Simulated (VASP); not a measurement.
# Ta2AlN3 (P3m1) in VASP: notebook

The runs below take Ta2AlN3 through relaxation of cell and atoms, single point, with PBE.

All numbers are computed with VASP 6.6.1; they aren't measurements. Logs are shortened: lines on timing, memory, paths and dates and some standing lists are left out, and cuts for length are marked.

## (1) The cell of the first run

The structure is trigonal, space group P3m1 (No. 156). The conventional cell has a = 3.353 Å, b = 3.353 Å, c = 8.214 Å, α = 90.00°, β = 90.00°, γ = 120.00°. Ta (site symmetry 3m) has 4 N at 2.05 Å within 2.7 Å. Ta (site symmetry 3m) has 4 N at 2.05 Å within 2.7 Å. Al (site symmetry 3m) has 4 N at 2.05 Å within 2.7 Å. Within 2.7 Å of N (site symmetry 3m) lie 3 Ta at 2.05 Å and 1 Al at 2.05 Å. N (site symmetry 3m) has 1 Ta at 2.05 Å and 3 Al at 2.05 Å within 2.7 Å. Within 2.7 Å of N (site symmetry 3m) lie 4 Ta at 2.05 Å.

## (2) Relaxation of cell and atoms, PBE

INCAR reads:

```
SYSTEM = Ta2AlN3
  PREC = Accurate
  ENCUT = 600
  EDIFF = 1E-6
  ISMEAR = 0
  SIGMA = 0.1
  LREAL = .FALSE.
  LASPH = .TRUE.
  NELM = 60
  ALGO = Normal
  ISIF = 3
  LWAVE = .FALSE.
  LCHARG = .FALSE.
  GGA = PE
  IBRION = 2
  NSW = 90
  EDIFFG = -0.04
```

KPOINTS reads:

```
regular mesh
0
G
  6 6 2
  0 0 0
```

POSCAR reads:

```
Ta2AlN3
1.0
    3.3533372100      0.0000000000      0.0000000000
   -1.6766686000      2.9040752100      0.0000000000
    0.0000000000      0.0000000000      8.2139650900
Ta Al N
2 1 3
Direct
    0.0000000000      0.0000000000      0.0000000000
    0.6666666700      0.3333333300      0.3333333300
    0.3333333300      0.6666666700      0.6666666700
    0.3333333300      0.6666666700      0.9166666700
    0.6666666700      0.3333333300      0.5833333300
    0.0000000000      0.0000000000      0.2500000000
```

Potentials or basis: VASP PAW PBE potentials, release 64 (Ta_pv, Al, N).

On the command line:

```bash
> cat potpaw_PBE.64/Ta_pv/POTCAR potpaw_PBE.64/Al/POTCAR potpaw_PBE.64/N/POTCAR > POTCAR
> mpirun -np 1 vasp_std > vasp.out
```

OUTCAR:

```text
SYSTEM = Ta2AlN3
   PREC = Accurate
   ENCUT = 600
   EDIFF = 1E-6
   ISMEAR = 0
   LREAL = .FALSE.
   LASPH = .TRUE.
   NELM = 60
   ISIF = 3
   GGA = PE
   IBRION = 2
   NSW = 90
   EDIFFG = -0.04

 ion  position               nearest neighbor table
   1  0.000  0.000  0.000-   4 2.05   6 2.05   4 2.05   4 2.05   3 3.35   2 3.35   2 3.35   3 3.35
                             3 3.35   2 3.35
   2  0.667  0.333  0.333-   6 2.05   5 2.05   6 2.05   6 2.05   1 3.35   1 3.35   1 3.35   3 3.35
                             3 3.35   3 3.35
   3  0.333  0.667  0.667-   4 2.05   5 2.05   5 2.05   5 2.05   1 3.35   1 3.35   1 3.35   2 3.35
                             2 3.35   2 3.35
   4  0.333  0.667  0.917-   1 2.05   3 2.05   1 2.05   1 2.05
   5  0.667  0.333  0.583-   2 2.05   3 2.05   3 2.05   3 2.05
   6  0.000  0.000  0.250-   2 2.05   1 2.05   2 2.05   2 2.05

  LATTYP: Found a hexagonal cell.
 ALAT       =     3.3533372100
 C/A-ratio  =     2.4494897398

  Lattice vectors:

 A1 = (   3.3533372100,   0.0000000000,   0.0000000000)
 A2 = (  -1.6766686000,   2.9040752100,   0.0000000000)
 A3 = (   0.0000000000,   0.0000000000,   8.2139650900)

Analysis of symmetry for initial positions (statically):
=====================================================================
 Subroutine PRICEL returns:
 Original cell was already a primitive cell.

 Routine SETGRP: Setting up the symmetry group for a
 hexagonal supercell.

 Subroutine GETGRP returns: Found  6 space group operations
 (whereof  6 operations were pure point group operations)
 out of a pool of 24 trial point group operations.

The static configuration has the point symmetry C_3v.

Analysis of symmetry for dynamics (positions and initial velocities):
=====================================================================
 Subroutine PRICEL returns:
 Original cell was already a primitive cell.

 Routine SETGRP: Setting up the symmetry group for a
 hexagonal supercell.

 Subroutine GETGRP returns: Found  6 space group operations
 (whereof  6 operations were pure point group operations)
 out of a pool of 24 trial point group operations.

The dynamic configuration has the point symmetry C_3v.

 Subroutine INISYM returns: Found  6 space group operations
 (whereof  6 operations are pure point group operations),
 and found     1 'primitive' translations

----------------------------------------------------------------------------------------

                                     Primitive cell

  volume of cell :      79.9904

  direct lattice vectors                    reciprocal lattice vectors
     3.353337210  0.000000000  0.000000000     0.298210391  0.172171849  0.000000000
    -1.676668600  2.904075210  0.000000000     0.000000000  0.344343699  0.000000000
     0.000000000  0.000000000  8.213965090     0.000000000  0.000000000  0.121743882

  length of vectors
     3.353337210  3.353337206  8.213965090     0.344343699  0.344343699  0.121743882

  position of ions in fractional coordinates (direct lattice)
     0.000000000  0.000000000  0.000000000
     0.666666670  0.333333330  0.333333330
     0.333333330  0.666666670  0.666666670
     0.333333330  0.666666670  0.916666670
     0.666666670  0.333333330  0.583333330
     0.000000000  0.000000000  0.250000000

  ion indices of the primitive-cell ions
   primitive index   ion index
                 1           1
                 2           2
                 3           3
                 4           4
                 5           5
                 6           6

----------------------------------------------------------------------------------------

 KPOINTS: regular mesh

Automatic generation of k-mesh.
 Grid dimensions read from file:
 generate k-points for:    6    6    2

 Generating k-lattice:

  Cartesian coordinates                     Fractional coordinates (reciprocal lattice)
     0.049701732  0.028695308  0.000000000     0.166666667  0.000000000  0.000000000
     0.000000000  0.057390617  0.000000000     0.000000000  0.166666667  0.000000000
     0.000000000  0.000000000  0.060871941     0.000000000  0.000000000  0.500000000

  Length of vectors
     0.057390616  0.057390617  0.060871941

  Shift w.r.t. Gamma in fractional coordinates (k-lattice)
     0.000000000  0.000000000  0.000000000

 Subroutine IBZKPT returns following result:
 ===========================================

 Found     14 irreducible k-points:

 Following reciprocal coordinates:
            Coordinates               Weight
  0.000000  0.000000  0.000000      1.000000
  0.166667  0.000000  0.000000      6.000000
  0.333333  0.000000  0.000000      6.000000
  0.500000  0.000000  0.000000      3.000000
  0.166667  0.166667  0.000000      6.000000
  0.333333  0.166667  0.000000     12.000000
  0.333333  0.333333  0.000000      2.000000
  0.000000  0.000000  0.500000      1.000000
  0.166667  0.000000  0.500000      6.000000
  0.333333  0.000000  0.500000      6.000000
  0.500000  0.000000  0.500000      3.000000
  0.166667  0.166667  0.500000      6.000000
  0.333333  0.166667  0.500000     12.000000
  0.333333  0.333333  0.500000      2.000000
   k-points           NKPTS =     14   k-points in BZ     NKDIM =     14   number of bands    NBANDS=     24
   number of dos      NEDOS =    301   number of ions     NIONS =      6
   total plane-waves  NPLWV =  54880
   dimension x,y,z NGX =    28 NGY =   28 NGZ =   70
   dimension x,y,z NGXF=    56 NGYF=   56 NGZF=  140
   ions per type =               2   1   3
   NGX,Y,Z   is equivalent  to a cutoff of  13.88, 13.88, 14.17 a.u.
   NGXF,Y,Z  is equivalent  to a cutoff of  27.76, 27.76, 28.34 a.u.
 SYSTEM =  Ta2AlN3
   PREC   = accura    normal or accurate (medium, high low for compatibility)
   ISTART =      0    job   : 0-new  1-cont  2-samecut
   ICHARG =      2    charge: 1-file 2-atom 10-const
   ISPIN  =      1    spin polarized calculation?
   LNONCOLLINEAR =      F non collinear calculations
   LSORBIT =      F    spin-orbit coupling
   LASPH  =      T    aspherical Exc in radial PAW
   ENCUT  =  600.0 eV  44.10 Ry    6.64 a.u.   6.70  6.70 16.41*2*pi/ulx,y,z
   NELM   =     60;   NELMIN=  2; NELMDL= -5     # of ELM steps
   EDIFF  = 0.1E-05   stopping-criterion for ELM
   LREAL  =      F    real-space projection
   EDIFFG = -.4E-01   stopping-criterion for IOM
   NSW    =     90    number of steps for IOM
   IBRION =      2    ionic relax: 0-MD 1-quasi-New 2-CG
   NFREE  =      1    steps in history (QN), initial steepest desc. (CG)
   ISIF   =      3    stress and relaxation
   ISYM   =      2    0-nonsym 1-usesym 2-fastsym
   POTIM  = 0.5000    time-step for ionic-motion
   TEBEG  =    0.0;   TEEND  =   0.0 temperature during run
   PSTRESS=    0.0 pullay stress
   NELECT =      40.0000    total number of electrons
   NUPDOWN=      -1.0000    fix difference up-down
   EMIN   =  10.00;   EMAX   =-10.00  energy-range for DOS
   EFERMI =   0.00;   METHOD = LEGACY
   ISMEAR =     0;   SIGMA  =   0.10  broadening in eV -4-tet -1-fermi 0-gaus
   EFERMI_NEDOS =   21; number of points for ismear=-14 and -15
   IALGO  =     38    algorithm
   IMIX   =      4    mixing-type and parameters
     AMIX     =   0.40;   BMIX     =  1.00
     AMIX_MAG =   1.60;   BMIX_MAG =  1.00
  volume/ion in A,a.u.               =      13.33        89.97
  Fermi-wavevector in a.u.,A,eV,Ry     =   1.299418  2.455544 22.973259  1.688487
  Thomas-Fermi vector in A             =   2.430683
   LORBIT       =      0    0 simple, 1 ext, 2 COOP (PROOUT), +10 PAW based schemes
   GGA     = PE    functional components
   LHFCALC =     F    Hartree Fock is set to
   AEXX    =    0.0000 exact exchange contribution
   IVDW    =     0    specifies the selected vdW correction
   LEPSILON=     F    determine dielectric tensor
   LRPA    =     F    only Hartree local field effects (RPA)
 conjugate gradient relaxation of ions
 non-spin polarized calculation
 Gauss-broadening in eV      SIGMA  =   0.10
  energy-cutoff  :      600.00
  volume of cell :       79.99
 maximum number of plane-waves:      2708
 NGX is ok and might be reduce to    28
   NGX = 13   NGY = 13   NGZ = 33

--------------------------------------- Ionic step        1  -------------------------------------------

 number of electron      40.0000002 magnetization

 Free energy of the ion-electron system (eV)
  ---------------------------------------------------
  ext. energy  EPLUGINS =         0.00000000
  ---------------------------------------------------
  free energy    TOTEN  =       -56.75021268 eV

  energy without entropy =      -56.72952095  energy(sigma->0) =      -56.73986681

------------------------ aborting loop because EDIFF is reached ----------------------------------------

  FORCE on cell =-STRESS in cart. coord.  units (eV):
  Direction    XX          YY          ZZ          XY          YZ          ZX
  --------------------------------------------------------------------------------------
  -------------------------------------------------------------------------------------
  Total       -3.7909314     -3.7909314     -2.1145480     -0.0000000      0.0000000     -0.0000000
  in kB      -75.9309031    -75.9309030    -42.3535859     -0.0000001      0.0000000     -0.0000000
  external PRESSURE =     -64.7384640 kB  Pullay stress =       0.0000000 kB
[... 101 lines left out ...]
  FREE ENERGIE OF THE ION-ELECTRON SYSTEM (eV)
  ---------------------------------------------------
  free  energy   TOTEN  =       -57.1970799519 eV

  energy  without entropy=      -57.1859087003  energy(sigma->0) =      -57.19149433

[... ionic steps 4 to 15 ...]

--------------------------------------- Ionic step       16  -------------------------------------------

 number of electron      40.0000001 magnetization

------------------------ aborting loop because EDIFF is reached ----------------------------------------

  FORCE on cell =-STRESS in cart. coord.  units (eV):
  Direction    XX          YY          ZZ          XY          YZ          ZX
  --------------------------------------------------------------------------------------
  -------------------------------------------------------------------------------------
  Total       -0.0540306     -0.0540306      0.0458154     -0.0000000      0.0000000     -0.0000000
  in kB       -1.1563632     -1.1563632      0.9805414     -0.0000000      0.0000000     -0.0000000
  external PRESSURE =      -0.4440617 kB  Pullay stress =       0.0000000 kB
[... 65 lines left out ...]
  energy  without entropy=      -57.5205899377  energy(sigma->0) =      -57.53253725

--------------------------------------- Ionic step       18  -------------------------------------------

 number of electron      40.0000001 magnetization

 Free energy of the ion-electron system (eV)
  ---------------------------------------------------
  ext. energy  EPLUGINS =         0.00000000
  ---------------------------------------------------
  free energy    TOTEN  =       -57.54469809 eV

  energy without entropy =      -57.52099659  energy(sigma->0) =      -57.53284734

 E-fermi :   7.1226     XC(G=0): -11.6557

 val. band max:        7.1214435084   @ k =   0.1667   0.0000   0.5000
 cond. band min:       7.1524422251   @ k =   0.3333   0.1667   0.0000
 fundamental gap:      0.0309987167
 Fermi energy:         7.1225626020

 k-point     1 :       0.0000    0.0000    0.0000
  band No.  band energies     occupation
      1     -28.6925      2.00000
      2     -28.3941      2.00000
      3     -28.2799      2.00000
      4     -28.2799      2.00000
      5     -28.1022      2.00000
      6     -28.1022      2.00000
[... 400 lines left out ...]
  FREE ENERGIE OF THE ION-ELECTRON SYSTEM (eV)
  ---------------------------------------------------
  free  energy   TOTEN  =       -57.5446980941 eV

  energy  without entropy=      -57.5209965860  energy(sigma->0) =      -57.53284734

 reached required accuracy - stopping structural energy minimisation
```

Wall time 4.7 min (1 thread of AMD EPYC 9R45 (Zen 5), shared host); peak memory 0.23 GiB.

What came out:

```
Free energy                            : -57.5447 eV
Relaxed volume                         : 12.47 Å³/atom
Relaxed cell                           : a = 3.200 Å, b = 3.200 Å, c = 8.438 Å, α = 90.00°, β = 90.00°, γ = 120.00°
Space group after relaxing (to 0.05 Å) : P3m1 (No. 156)
Energy gained by relaxing              : 132.4 meV/atom
Ionic steps                            : 18
Pressure after relaxing                : 0.0 GPa
Largest force after relaxing           : 0.017 eV/Å
Band gap on the k mesh                 : zero (band 20 reaches 7.41 eV, above the bottom of band 21 at 6.81 eV)
```

Forces on the atoms (eV/Å):
```
Ta   0.000  0.000 -0.015
Ta   0.000  0.000  0.010
Al   0.000  0.000 -0.017
N    0.000  0.000  0.009
N    0.000  0.000 -0.002
N    0.000  0.000  0.016
```

The path:
```tsv
step	energy change (eV)	largest force (eV/Å)	pressure (GPa)	volume (Å³)
1	0.0000	2.2144	-6.47	79.99
2	-0.4454	1.6373	8.54	73.91
3	-0.4469	1.6973	7.69	74.18
4	-0.6898	1.3044	2.43	74.81
5	-0.6918	1.3849	1.99	74.86
6	-0.7567	0.5951	-1.99	75.87
7	-0.7568	0.6152	-1.84	75.83
8	-0.7769	0.3616	0.01	75.13
9	-0.7784	0.3207	0.67	74.89
10	-0.7852	0.2474	-0.04	75.04
11	-0.7872	0.2738	-0.66	75.17
12	-0.7917	0.1439	-0.05	74.88
13	-0.7919	0.1083	0.11	74.81
14	-0.7931	0.0597	0.07	74.82
15	-0.7937	0.0785	0.03	74.83
16	-0.7943	0.0498	-0.04	74.86
17	-0.7943	0.0429	-0.04	74.86
18	-0.7945	0.0174	0.03	74.84
```

Final structure:
```
CELL_PARAMETERS angstrom
3.20025 0.00000 0.00000
-1.60013 2.77150 0.00000
0.00000 0.00000 8.43783
ATOMIC_POSITIONS crystal
Ta 0.00000 0.00000 0.00405
Ta 0.66667 0.33333 0.35346
Al 0.33333 0.66667 0.65910
N 0.33333 0.66667 0.89120
N 0.66667 0.33333 0.60411
N 0.00000 0.00000 0.23808
```

Levels at points of the mesh, in eV from the Fermi level:
```tsv
k point	band 17	band 18	band 19	band 20	band 21	band 22	band 23	band 24
(0.00, 0.00, 0.00)	-3.64	-3.64	-0.78	0.20	0.61	0.61	1.08	1.08
(0.50, 0.00, 0.00)	-4.29	-4.26	-1.57	-0.40	0.27	1.23	2.55	2.84
(0.00, 0.00, 0.50)	-3.65	-3.65	-0.39	0.28	0.61	0.61	1.04	1.04
(0.50, 0.00, 0.50)	-4.14	-3.87	-1.60	-0.60	0.27	1.34	2.57	2.83
```

Caveat: the k points lie up to 0.38 Å⁻¹ apart in the final cell; spin-orbit coupling is left out, which moves the levels of the heavy elements.

## (3) Single point, PBE

This run uses another cell than the first one, of 12.47 Å³/atom, 0.935 times its volume.

INCAR reads:

```
PREC = Accurate ; ENCUT = 520
EDIFF = 1E-6 ; ISMEAR = 0
SIGMA = 0.1 ; LREAL = False
LASPH = True ; NELM = 60
ALGO = Normal ; ISIF = 2
LWAVE = False ; LCHARG = False
GGA = PE ; NBANDS = 29
```

KPOINTS reads:

```
regular mesh
0
Gamma
  12 12 6
```

POSCAR reads:

```
Ta2AlN3
1.0
    3.2032089000      0.0000000000      0.0000000000
   -1.6016044500      2.7740602811      0.0000000000
    0.0000000000      0.0000000000      8.4196272333
Ta Al N
2 1 3
Direct
    0.0000000000      0.0000000000      0.0041263709
    0.6666666667      0.3333333333      0.3540642217
    0.3333333333      0.6666666667      0.6585834587
    0.3333333333      0.6666666667      0.8914958795
    0.6666666667      0.3333333333      0.6040524310
    0.0000000000      0.0000000000      0.2376776382
```

Potentials or basis: VASP PAW PBE potentials, release 64 (Ta_pv, Al, N).

On the command line:

```bash
> cat potpaw_PBE.64/Ta_pv/POTCAR potpaw_PBE.64/Al/POTCAR potpaw_PBE.64/N/POTCAR > POTCAR
> mpirun -np 1 vasp_std > vasp.out
```

Wall time 2.2 min (1 thread of AMD EPYC 9R45 (Zen 5), shared host); peak memory 0.29 GiB.

Results (log left out):

* Free energy: -57.5127 eV
* Pressure: 0.3 GPa
* Largest force: 0.052 eV/Å
* Band gap on the k mesh: zero (band 20 reaches 7.43 eV, above the bottom of band 21 at 6.81 eV)

Forces on the atoms (eV/Å):
```
Ta   0.000  0.000 -0.043
Ta   0.000  0.000  0.002
Al   0.000  0.000  0.011
N    0.000  0.000 -0.052
N    0.000  0.000  0.043
N    0.000  0.000  0.039
```

Stress tensor (GPa, compression positive):
```
0.22 0.00 0.00
0.00 0.22 0.00
0.00 0.00 0.58
```

Levels at points of the mesh, in eV from the Fermi level:
| k point | band 18 | band 19 | band 20 | band 21 | band 22 | band 23 |
| --- | --- | --- | --- | --- | --- | --- |
| (0.00, 0.00, 0.00) | -3.68 | -0.79 | 0.17 | 0.59 | 0.59 | 1.07 |
| (0.50, 0.00, 0.00) | -4.29 | -1.59 | -0.39 | 0.29 | 1.23 | 2.53 |
| (0.00, 0.00, 0.50) | -3.69 | -0.44 | 0.30 | 0.59 | 0.59 | 1.04 |
| (0.50, 0.00, 0.50) | -3.87 | -1.61 | -0.59 | 0.29 | 1.35 | 2.55 |

Caveat: spin-orbit coupling is left out, which moves the levels of the heavy elements.

(Continued in part 2 of 2.)
